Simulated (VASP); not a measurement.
# Bi4C (Pm-3m) in VASP: single point with PBE

Aim: the single point of Bi4C with PBE.

Program: VASP 6.6.1. These are calculated values, not measurements. Logs are shortened: lines on timing, memory, paths and dates and some standing lists are left out, and cuts for length are marked.

## 1. The cell of the first run

The structure is cubic, space group Pm-3m (No. 221). Conventional cell: a = 5.102 Å, b = 5.102 Å, c = 5.102 Å, α = 90.00°, β = 90.00°, γ = 90.00°. Bi (site symmetry m-3m) has 12 Bi at 3.61 Å and 8 C at 4.42 Å within 4.7 Å. Bi (site symmetry 4/mmm) has 2 C at 2.55 Å within 3.4 Å. C (site symmetry m-3m) has 6 Bi at 2.55 Å within 3.4 Å.

## 2. Single point, PBE

POSCAR reads:

```
Bi4C
1.0
    5.1017986102      0.0000000000      0.0000000000
    0.0000000000      5.1017986102      0.0000000000
    0.0000000000      0.0000000000      5.1017986102
Bi C
4 1
Direct
    0.0000000000      0.0000000000      0.0000000000
    0.5000000000      0.5000000000      0.0000000000
    0.5000000000      0.0000000000      0.5000000000
    0.0000000000      0.5000000000      0.5000000000
    0.5000000000      0.5000000000      0.5000000000
```

INCAR.step1 reads:

```
SYSTEM = Bi4C
  PREC = Accurate
  ENCUT = 520
  EDIFF = 1E-6
  ISMEAR = 0
  SIGMA = 0.1
  LREAL = .False.
  LASPH = .True.
  NELM = 120
  ALGO = Normal
  ISIF = 2
  LWAVE = .False.
  LCHARG = .True.
  GGA = PE
  NBANDS = 40
  GGA_COMPAT = .False.
  NEDOS = 2001
  LORBIT = 11
```

KPOINTS.step1 reads:

```
Automatic mesh
0
Gamma
  8 8 8
  0 0 0
```

INCAR.step2 reads:

```
SYSTEM = Bi4C
  PREC = Accurate
  ENCUT = 520
  EDIFF = 1E-6
  ISMEAR = -5
  SIGMA = 0.1
  LREAL = .False.
  LASPH = .True.
  NELM = 120
  ALGO = Normal
  ISIF = 2
  LWAVE = .False.
  LCHARG = .False.
  GGA = PE
  LORBIT = 11
  NBANDS = 40
  NEDOS = 1001
  ICHARG = 11
  GGA_COMPAT = .False.
```

KPOINTS.step2 reads:

```
Automatic mesh
0
Gamma
  12 12 12
  0 0 0
```

Potentials or basis: VASP PAW PBE potentials, release 64 (Bi_d, C).

On the command line:

```bash
> cat potpaw_PBE.64/Bi_d/POTCAR potpaw_PBE.64/C/POTCAR > POTCAR
> cp INCAR.step1 INCAR
> cp KPOINTS.step1 KPOINTS
> mpirun -np 1 vasp_std > vasp.out
> cp INCAR.step2 INCAR
> cp KPOINTS.step2 KPOINTS
> mpirun -np 1 vasp_std > vasp.out
```

OUTCAR:

```text
SYSTEM = Bi4C
   PREC = Accurate
   ENCUT = 520
   EDIFF = 1E-6
   ISMEAR = -5
   LREAL = .False.
   LASPH = .True.
   NELM = 120
   ISIF = 2
   GGA = PE
   LORBIT = 11
   ICHARG = 11

 ion  position               nearest neighbor table
   1  0.000  0.000  0.000-   2 3.61   3 3.61   4 3.61   3 3.61   4 3.61   2 3.61   4 3.61   4 3.61
                             2 3.61   3 3.61   3 3.61   2 3.61
   2  0.500  0.500  0.000-   5 2.55   5 2.55   4 3.61   1 3.61   3 3.61   4 3.61   3 3.61   1 3.61
                             3 3.61   3 3.61   1 3.61   4 3.61   4 3.61   1 3.61
   3  0.500  0.000  0.500-   5 2.55   5 2.55   4 3.61   1 3.61   1 3.61   2 3.61   2 3.61   4 3.61
                             2 3.61   2 3.61   1 3.61   4 3.61   1 3.61   4 3.61
   4  0.000  0.500  0.500-   5 2.55   5 2.55   3 3.61   1 3.61   1 3.61   2 3.61   1 3.61   3 3.61
                             1 3.61   2 3.61   3 3.61   2 3.61   2 3.61   3 3.61
   5  0.500  0.500  0.500-   2 2.55   3 2.55   4 2.55   2 2.55   3 2.55   4 2.55

  LATTYP: Found a simple cubic cell.
 ALAT       =     5.1017986102

  Lattice vectors:

 A1 = (   5.1017986102,   0.0000000000,   0.0000000000)
 A2 = (   0.0000000000,   5.1017986102,   0.0000000000)
 A3 = (   0.0000000000,   0.0000000000,   5.1017986102)

Analysis of symmetry for initial positions (statically):
=====================================================================
 Subroutine PRICEL returns:
 Original cell was already a primitive cell.

 Routine SETGRP: Setting up the symmetry group for a
 simple cubic supercell.

 Subroutine GETGRP returns: Found 48 space group operations
 (whereof 48 operations were pure point group operations)
 out of a pool of 48 trial point group operations.

The static configuration has the point symmetry O_h .

Analysis of symmetry for dynamics (positions and initial velocities):
=====================================================================
 Subroutine PRICEL returns:
 Original cell was already a primitive cell.

 Routine SETGRP: Setting up the symmetry group for a
 simple cubic supercell.

 Subroutine GETGRP returns: Found 48 space group operations
 (whereof 48 operations were pure point group operations)
 out of a pool of 48 trial point group operations.

The dynamic configuration has the point symmetry O_h .

 Subroutine INISYM returns: Found 48 space group operations
 (whereof 48 operations are pure point group operations),
 and found     1 'primitive' translations

----------------------------------------------------------------------------------------

                                     Primitive cell

  volume of cell :     132.7914

  direct lattice vectors                    reciprocal lattice vectors
     5.101798610  0.000000000  0.000000000     0.196009305  0.000000000  0.000000000
     0.000000000  5.101798610  0.000000000     0.000000000  0.196009305  0.000000000
     0.000000000  0.000000000  5.101798610     0.000000000  0.000000000  0.196009305

  length of vectors
     5.101798610  5.101798610  5.101798610     0.196009305  0.196009305  0.196009305

  position of ions in fractional coordinates (direct lattice)
     0.000000000  0.000000000  0.000000000
     0.500000000  0.500000000  0.000000000
     0.500000000  0.000000000  0.500000000
     0.000000000  0.500000000  0.500000000
     0.500000000  0.500000000  0.500000000

  ion indices of the primitive-cell ions
   primitive index   ion index
                 1           1
                 2           2
                 3           3
                 4           4
                 5           5

----------------------------------------------------------------------------------------

 KPOINTS: Automatic mesh

Automatic generation of k-mesh.
 Grid dimensions read from file:
 generate k-points for:   12   12   12

 Generating k-lattice:

  Cartesian coordinates                     Fractional coordinates (reciprocal lattice)
     0.016334109  0.000000000  0.000000000     0.083333333  0.000000000  0.000000000
     0.000000000  0.016334109  0.000000000     0.000000000  0.083333333  0.000000000
     0.000000000  0.000000000  0.016334109     0.000000000  0.000000000  0.083333333

  Length of vectors
     0.016334109  0.016334109  0.016334109

  Shift w.r.t. Gamma in fractional coordinates (k-lattice)
     0.000000000  0.000000000  0.000000000

 TETIRR: Found    854 inequivalent tetrahedra from    10368

 Subroutine IBZKPT returns following result:
 ===========================================

 Found     84 irreducible k-points:

 Following reciprocal coordinates:
            Coordinates               Weight
  0.000000  0.000000  0.000000      1.000000
  0.083333  0.000000  0.000000      6.000000
  0.166667  0.000000  0.000000      6.000000
  0.250000  0.000000  0.000000      6.000000
  0.333333  0.000000  0.000000      6.000000
  0.416667  0.000000  0.000000      6.000000
[... 16 lines left out ...]
  0.333333  0.333333  0.000000     12.000000
  0.416667  0.333333  0.000000     24.000000
 [... further k-points ...]
   k-points           NKPTS =     84   k-points in BZ     NKDIM =     84   number of bands    NBANDS=     40
   number of dos      NEDOS =   1001   number of ions     NIONS =      5
   total plane-waves  NPLWV =  64000
   dimension x,y,z NGX =    40 NGY =   40 NGZ =   40
   dimension x,y,z NGXF=    80 NGYF=   80 NGZF=   80
   ions per type =               4   1
   NGX,Y,Z   is equivalent  to a cutoff of  13.03, 13.03, 13.03 a.u.
   NGXF,Y,Z  is equivalent  to a cutoff of  26.07, 26.07, 26.07 a.u.
 SYSTEM =  Bi4C
   PREC   = accura    normal or accurate (medium, high low for compatibility)
   ISTART =      0    job   : 0-new  1-cont  2-samecut
   ICHARG =     11    charge: 1-file 2-atom 10-const
   ISPIN  =      1    spin polarized calculation?
   LNONCOLLINEAR =      F non collinear calculations
   LSORBIT =      F    spin-orbit coupling
   LASPH  =      T    aspherical Exc in radial PAW
   ENCUT  =  520.0 eV  38.22 Ry    6.18 a.u.   9.49  9.49  9.49*2*pi/ulx,y,z
   NELM   =    120;   NELMIN=  2; NELMDL=  0     # of ELM steps
   EDIFF  = 0.1E-05   stopping-criterion for ELM
   LREAL  =      F    real-space projection
   EDIFFG = 0.1E-04   stopping-criterion for IOM
   NSW    =      0    number of steps for IOM
   IBRION =     -1    ionic relax: 0-MD 1-quasi-New 2-CG
   NFREE  =      0    steps in history (QN), initial steepest desc. (CG)
   ISIF   =      2    stress and relaxation
   ISYM   =      2    0-nonsym 1-usesym 2-fastsym
   POTIM  = 0.5000    time-step for ionic-motion
   TEBEG  =    0.0;   TEEND  =   0.0 temperature during run
   PSTRESS=    0.0 pullay stress
   NELECT =      64.0000    total number of electrons
   NUPDOWN=      -1.0000    fix difference up-down
   EMIN   =  10.00;   EMAX   =-10.00  energy-range for DOS
   EFERMI =   0.00;   METHOD = LEGACY
   ISMEAR =    -5;   SIGMA  =   0.10  broadening in eV -4-tet -1-fermi 0-gaus
   EFERMI_NEDOS =   21; number of points for ismear=-14 and -15
   IALGO  =     38    algorithm
   IMIX   =      4    mixing-type and parameters
     AMIX     =   0.40;   BMIX     =  1.00
     AMIX_MAG =   1.60;   BMIX_MAG =  1.00
  volume/ion in A,a.u.               =      26.56       179.22
  Fermi-wavevector in a.u.,A,eV,Ry     =   1.283546  2.425551 22.415474  1.647491
  Thomas-Fermi vector in A             =   2.415793
   LORBIT       =     11    0 simple, 1 ext, 2 COOP (PROOUT), +10 PAW based schemes
   GGA     = PE    functional components
   LHFCALC =     F    Hartree Fock is set to
   AEXX    =    0.0000 exact exchange contribution
   IVDW    =     0    specifies the selected vdW correction
   LEPSILON=     F    determine dielectric tensor
   LRPA    =     F    only Hartree local field effects (RPA)
 non-spin polarized calculation
 Fermi weights with tetrahedron method with Bloechl corrections
  energy-cutoff  :      520.00
  volume of cell :      132.79
 maximum number of plane-waves:      3607
 NGX is ok and might be reduce to    40

 number of electron      64.0000014 magnetization

 Free energy of the ion-electron system (eV)
  ---------------------------------------------------
  ext. energy  EPLUGINS =         0.00000000
  ---------------------------------------------------
  free energy    TOTEN  =       -20.44431600 eV

  energy without entropy =      -20.44431600  energy(sigma->0) =      -20.44431600

 E-fermi :   7.6679     XC(G=0): -10.3560

 val. band max:        7.8948275976   @ k =   0.5000   0.5000   0.2500
 cond. band min:       7.4912694652   @ k =   0.4167   0.4167   0.0000
 fundamental gap:     -0.4035581324
 Fermi energy:         7.6679361477

 k-point     1 :       0.0000    0.0000    0.0000
  band No.  band energies     occupation
      1     -15.3771      2.00000
      2     -15.3630      2.00000
      3     -15.3630      2.00000
      4     -15.3630      2.00000
      5     -15.3244      2.00000
      6     -15.3244      2.00000
[... 32 lines left out ...]
     39      11.7138      0.00000
     40      12.6924      0.00000

 k-point     2 :       0.0833    0.0000    0.0000
  band No.  band energies     occupation
      1     -15.3745      2.00000
      2     -15.3621      2.00000
      3     -15.3601      2.00000
      4     -15.3601      2.00000
      5     -15.3235      2.00000
      6     -15.3228      2.00000
[... 32 lines left out ...]
     39      11.9654      0.00000
     40      12.7222      0.00000

 k-point     3 :       0.1667    0.0000    0.0000
  band No.  band energies     occupation
      1     -15.3671      2.00000
      2     -15.3594      2.00000
      3     -15.3513      2.00000
      4     -15.3513      2.00000
      5     -15.3212      2.00000
      6     -15.3181      2.00000
[... 32 lines left out ...]
     39      12.6244      0.00000
     40      12.8114      0.00000

 k-point     4 :       0.2500    0.0000    0.0000
  band No.  band energies     occupation
      1     -15.3557      2.00000
      2     -15.3551      2.00000
      3     -15.3375      2.00000
      4     -15.3375      2.00000
      5     -15.3178      2.00000
      6     -15.3111      2.00000
[... 32 lines left out ...]
     39      12.9599      0.00000
     40      12.9750      0.00000
[... 772 lines left out ...]
     39      12.4364      0.00000
     40      13.4690      0.00000

 k-point    23 :       0.3333    0.3333    0.0000
  band No.  band energies     occupation
      1     -15.3315      2.00000
      2     -15.3168      2.00000
      3     -15.3078      2.00000
      4     -15.3076      2.00000
      5     -15.3057      2.00000
      6     -15.3019      2.00000
[... 32 lines left out ...]
     39      11.7494      0.00000
     40      13.4602      0.00000

 k-point    24 :       0.4167    0.3333    0.0000
  band No.  band energies     occupation
      1     -15.3247      2.00000
      2     -15.3104      2.00000
      3     -15.3103      2.00000
      4     -15.3029      2.00000
      5     -15.3007      2.00000
      6     -15.2928      2.00000
[... 32 lines left out ...]
     39      11.5878      0.00000
     40      13.4625      0.00000

 [... further k-points ...]
[... 5 lines left out ...]
  --------------------------------------------------------------------------------------
  -------------------------------------------------------------------------------------
  Total       -1.0888822     -1.0888822     -1.0888822      0.0000000     -0.0000000      0.0000000
  in kB      -13.1377671    -13.1377671    -13.1377671      0.0000000     -0.0000000      0.0000000
  external PRESSURE =     -13.1377671 kB  Pullay stress =       0.0000000 kB

 VOLUME and BASIS-vectors are now :
 -----------------------------------------------------------------------------
  energy-cutoff  :      520.00
  volume of cell :      132.79
      direct lattice vectors                 reciprocal lattice vectors
     5.101798610  0.000000000  0.000000000     0.196009305  0.000000000  0.000000000
     0.000000000  5.101798610  0.000000000     0.000000000  0.196009305  0.000000000
     0.000000000  0.000000000  5.101798610     0.000000000  0.000000000  0.196009305

 POSITION                                       TOTAL-FORCE (eV/Angst)
 -----------------------------------------------------------------------------------
      0.00000      0.00000      0.00000         0.000000      0.000000      0.000000
      2.55090      2.55090      0.00000         0.000000      0.000000      0.000000
      2.55090      0.00000      2.55090         0.000000      0.000000      0.000000
      0.00000      2.55090      2.55090         0.000000      0.000000      0.000000
      2.55090      2.55090      2.55090         0.000000      0.000000      0.000000
 -----------------------------------------------------------------------------------
    total drift:                               -0.000000     -0.000000     -0.000000

  FREE ENERGIE OF THE ION-ELECTRON SYSTEM (eV)
  ---------------------------------------------------
  free  energy   TOTEN  =       -20.4443160048 eV

  energy  without entropy=      -20.4443160048  energy(sigma->0) =      -20.44431600

 total charge

# of ion       s       p       d       tot
------------------------------------------
    1        1.554   1.222   9.911  12.687
    2        1.570   1.169   9.950  12.689
    3        1.570   1.169   9.950  12.689
    4        1.570   1.169   9.950  12.689
    5        0.957   1.331   0.000   2.289
--------------------------------------------------
tot          7.221   6.060  39.761  53.042
```

Run time: 10 min. Hardware: 1 thread of Intel Xeon 8259CL, shared host; peak memory 0.46 GiB.

Results:

```
Valence electrons inside the program's atomic spheres : Bi 12.69; C 2.29
```

Caveat: spin-orbit coupling is left out, which moves the levels of the heavy elements.
